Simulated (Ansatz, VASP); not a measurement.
**CdH4C4N2Cl2: VASP beside Ansatz**

```
Cd H C N Cl
1.0
     5.86956   -3.78461    0.37701
     5.88706    3.81176    0.37524
     0.01249   -0.00149    3.77415
Cd H C N Cl
1 4 4 2 2
Direct
  0.00000 0.00000 0.00000
  0.83001 0.49561 0.18118
  0.50214 0.17202 0.81913
  0.16999 0.50439 0.81882
  0.49786 0.82798 0.18087
  0.68243 0.49799 0.09792
  0.50088 0.31858 0.90218
  0.31757 0.50201 0.90208
  0.49912 0.68142 0.09782
  0.68271 0.31729 0.99993
  0.31729 0.68271 0.00007
  0.84281 0.84389 0.53654
  0.15719 0.15611 0.46346
```

Alike in both runs: functional PBE; dispersion D3(BJ); k mesh 4 × 4 × 6; occupations gaussian, width 0.02 eV; no spin polarisation.

Ansatz relaxed the structure, and its values are those at the end. VASP's run is a single point on that final structure, the one shown.

```csv
,VASP,Ansatz
version,VASP 6.6.1,Ansatz 0.2.0
potentials or method,"VASP PAW PBE potentials, release 64 (Cd, H, C, N, Cl), cutoff 520 eV","scalar-relativistic, plane waves, PAW"
valence electrons in the cell,56,64
```

Ansatz gave:

| Property | Result |
| --- | --- |
| gap on the k mesh at the Fermi level (eV) | 2.55 |
| least direct gap on the mesh (eV) | 2.78 |
| pressure (GPa) | 0.0 |
| rms of the force components (eV/Å) | 0.007 |

Estimate VASP's values.

gap on the k mesh at the Fermi level (eV): 2.54; least direct gap on the mesh (eV): 2.76; pressure (GPa): 0.2; rms of the force components (eV/Å): 0.026.

VASP's potentials hold 56 valence electrons a cell and Ansatz's 64, so a difference there can come from the potentials and not from the codes.
